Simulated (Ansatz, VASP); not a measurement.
## Two plane-wave programs on Be4InCu

File INCAR:

```
SYSTEM = Be4InCu
ALGO = Normal ; EDIFF = 1E-6
ENCUT = 520 ; GGA = PE
ISIF = 2 ; ISMEAR = 1
LASPH = .TRUE. ; LCHARG = .FALSE.
LREAL = .FALSE. ; LWAVE = .FALSE.
NBANDS = 25 ; NELM = 60
PREC = Accurate ; SIGMA = 0.15
```

KPOINTS

```
k-points
0
G
  6 6 6
  0 0 0
```

The input POSCAR:

```
Be4InCu
1.0
    0.0000000000      3.1920400000      3.1920400000
    3.1920400000      0.0000000000      3.1920400000
    3.1920400000      3.1920400000      0.0000000000
Be In Cu
4 1 1
Direct
    0.3763000000      0.3763000000      0.3763000000
    0.8711000000      0.3763000000      0.3763000000
    0.3763000000      0.3763000000      0.8711000000
    0.3763000000      0.8711000000      0.3763000000
    0.0000000000      0.0000000000      0.0000000000
    0.7500000000      0.7500000000      0.7500000000
```

Input for Ansatz:

```yaml
crystal:
  lattice:
    - [0.0, 3.19204, 3.19204]
    - [3.19204, 0.0, 3.19204]
    - [3.19204, 3.19204, 0.0]
  atoms:
    - { symbol: Be, position: [0.3763, 0.3763, 0.3763] }
    - { symbol: Be, position: [0.8711, 0.3763, 0.3763] }
    - { symbol: Be, position: [0.3763, 0.3763, 0.8711] }
    - { symbol: Be, position: [0.3763, 0.8711, 0.3763] }
    - { symbol: In, position: [0.0, 0.0, 0.0] }
    - { symbol: Cu, position: [0.75, 0.75, 0.75] }
basis:
  ecutwfc: 462.593566181796
kpoints:
  mp_grid:
    grid: [6, 6, 6]
hamiltonian:
  xc: pbe
scf:
  occupations:
    method: cold
    width: 0.15
output:
  stress: true
```

Alike in both runs: task single point; functional PBE; k mesh 6 × 6 × 6; no spin polarisation.

|  | VASP | Ansatz |
| --- | --- | --- |
| version | VASP 6.6.1 | Ansatz 0.2.0 |
| potentials or method | VASP PAW PBE potentials, release 64 (Be, In_d, Cu), cutoff 520 eV | plane waves, PAW |
| occupations | methfessel-paxton of order 1, width 0.15 eV | cold, width 0.15 eV |
| valence electrons in the cell | 32 | 40 |

VASP gave:

```
pressure (GPa) : 0.7
```

Task: Estimate Ansatz's values.

Result: Pressure (GPa): 0.6.

VASP's potentials hold 32 valence electrons a cell and Ansatz's 40, so a difference there can come from the potentials and not from the codes.
